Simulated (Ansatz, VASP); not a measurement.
PtS2: VASP beside Ansatz

INCAR

```
SYSTEM = PtS2
  ALGO = Normal
  EDIFF = 1E-6
  ENCUT = 570
  GGA = PE
  GGA_COMPAT = .False.
  ISIF = 2
  ISMEAR = -1
  LASPH = .True.
  LCHARG = .True.
  LELF = .True.
  LREAL = .False.
  LVHAR = .True.
  LWAVE = .False.
  NBANDS = 22
  NELM = 120
  PREC = Accurate
  SIGMA = 0.05
```

Contents of KPOINTS:

```
k-points
0
Gamma
  7 7 5
  0 0 0
```

The input POSCAR:

```
PtS2
1.0
    3.5194194177      0.0000000000      0.0000000000
   -1.7597097089      3.0479066223      0.0000000000
    0.0000000000      0.0000000000      5.0049815314
Pt S
1 2
Direct
    0.0000000000      0.0000000000      0.0000000000
    0.6666666667      0.3333333333      0.7730000000
    0.3333333333      0.6666666667      0.2270000000
```

Contents of input.yaml:

```yaml
crystal:
  lattice:
    - [3.5194194177, 0.0, 0.0]
    - [-1.7597097089, 3.0479066223, 0.0]
    - [0.0, 0.0, 5.0049815314]
  atoms:
    - { symbol: Pt, position: [0.0, 0.0, 0.0] }
    - { symbol: S, position: [0.6666666667, 0.3333333333, 0.773] }
    - { symbol: S, position: [0.3333333333, 0.6666666667, 0.227] }
hamiltonian:
  xc: pbe
  pseudopotentials: { kind: paw }
kpoints:
  mp_grid: { grid: [7, 7, 5] }
scf:
  occupations: { method: fermi_dirac, width: 0.05 }
output:
  forces: true
  stress: true
  eigenvalues: true
```

Alike in both runs: task single point; functional PBE; k mesh 7 × 7 × 5; occupations fermi-dirac, width 0.05 eV; no spin polarisation.

|  | VASP | Ansatz |
| --- | --- | --- |
| version | VASP 6.6.1 | Ansatz 0.2.0 |
| potentials or method | VASP PAW PBE potentials, release 64 (Pt_sv_GW, S) | Ansatz PAW |
| plane-wave cutoff (eV) | 570 | 420 |
| valence electrons in the cell | 30 | 30 |

VASP gave:

```
gap on the k mesh at the Fermi level (eV)                     : 0.91
least direct gap on the mesh (eV)                             : 1.20
pressure (GPa)                                                : 14.5
traceless stress, the component that is largest in VASP (GPa) : -2.11
rms of the force components (eV/Å)                            : 0.731
```

**Question.** Which values does Ansatz return?

**Answer.** gap on the k mesh at the Fermi level (eV): 0.90; least direct gap on the mesh (eV): 1.18; pressure (GPa): 15.3; traceless stress, the component that is largest in VASP (GPa): -2.26; rms of the force components (eV/Å): 0.746.

Atom by atom the forces differ by 0.015 eV/Å (rms over components).

Spin-orbit coupling is off throughout. Noted on Ansatz's run: odd divisions of the mesh miss points on the zone boundary, where band edges often lie, so the gap on the mesh can be too wide.
